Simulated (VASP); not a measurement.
Crystal: InSb.

```
CELL_PARAMETERS angstrom
3.06331 -3.08137 0.00000
3.06331 3.08137 0.00000
0.00000 0.00000 6.12689
ATOMIC_POSITIONS crystal
In 0.27941 0.72059 0.25000
In 0.72059 0.27941 0.75000
Sb 0.77721 0.22279 0.25000
Sb 0.22279 0.77721 0.75000
```

Base run:

```yaml
Program: VASP 6.6.1
Functional: PBE
Potentials_or_basis: VASP PAW PBE potentials, release 64 (In_d, Sb)
Cutoff: 520 eV
k_mesh: 12 × 12 × 10
Occupations: gaussian, width 0.1 eV
Spin: no spin polarisation
```

Its results: band gap on the k mesh zero (band 18 reaches 7.22 eV, above the bottom of band 19 at 4.56 eV); pressure 0.0 GPa; largest force 0.016 eV/Å.

Problem. The run is repeated on the same cell with these changes: k mesh from 12 × 12 × 10 to 4 × 4 × 4. What comes out?

Solution. Band gap on the k mesh zero (band 18 reaches 6.92 eV, above the bottom of band 19 at 4.57 eV); pressure 0.8 GPa; largest force 0.239 eV/Å.

Caveats: some runs use coarse meshes; spin-orbit coupling is left out, which moves the levels of the heavy elements.
